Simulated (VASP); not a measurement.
Wanted: the native input for a VASP 6.6.1 run.

| Property | Result |
| --- | --- |
| Task | single point |
| Functional | PBEsol |
| Potentials or basis | VASP PAW PBE potentials, release 64 (Zr_sv) |
| Cutoff | 500 eV |
| k mesh | 8 × 8 × 8 |
| Occupations | gaussian, width 0.1 eV |
| Spin | no spin polarisation |
| Dipole correction | no |
| Further INCAR settings | ALGO = Normal; EDIFF = 1e-06; NBANDS = 12 |

The structure of Zr lies in POSCAR:

```
Zr
1.0
   -1.5719041295      1.5719041295      2.2401728425
    1.5719041295     -1.5719041295      2.2401728425
    1.5719041295      1.5719041295     -2.2401728425
Zr
1
Direct
    0.0000000000      0.0000000000      0.0000000000
```

This isn't the form of Zr at room conditions, which is hcp.

These files were run (other wordings do the same):

INCAR

```
SYSTEM = Zr
ALGO = Normal
EDIFF = 1E-6
ENCUT = 500
GGA = PS
GGA_COMPAT = .False.
ISIF = 2
ISMEAR = 0
LASPH = .True.
LCHARG = .True.
LELF = .True.
LREAL = .False.
LVHAR = .True.
LWAVE = .False.
NBANDS = 12
NELM = 120
PREC = Accurate
SIGMA = 0.1
```

KPOINTS

```
k-points
0
Gamma
  8 8 8
  0 0 0
```

Potentials or basis: VASP PAW PBE potentials, release 64 (Zr_sv).

The run is started by

```sh
$ cat potpaw_PBE.64/Zr_sv/POTCAR > POTCAR
$ mpirun -np 1 vasp_std > vasp.out
```

It gave:

```yaml
Pressure: 0.2 GPa
Band_gap_on_the_k_mesh: zero (bands 6 and 7 overlap by 1.33 eV)
```

Caveat: the PAW data sets were made with another functional, which shifts forces and pressure a little.

It took 8.4 s on 1 thread of Intel(R) Xeon(R) Platinum 8488C (Sapphire Rapids) (shared host), peak memory 0.14 GiB.
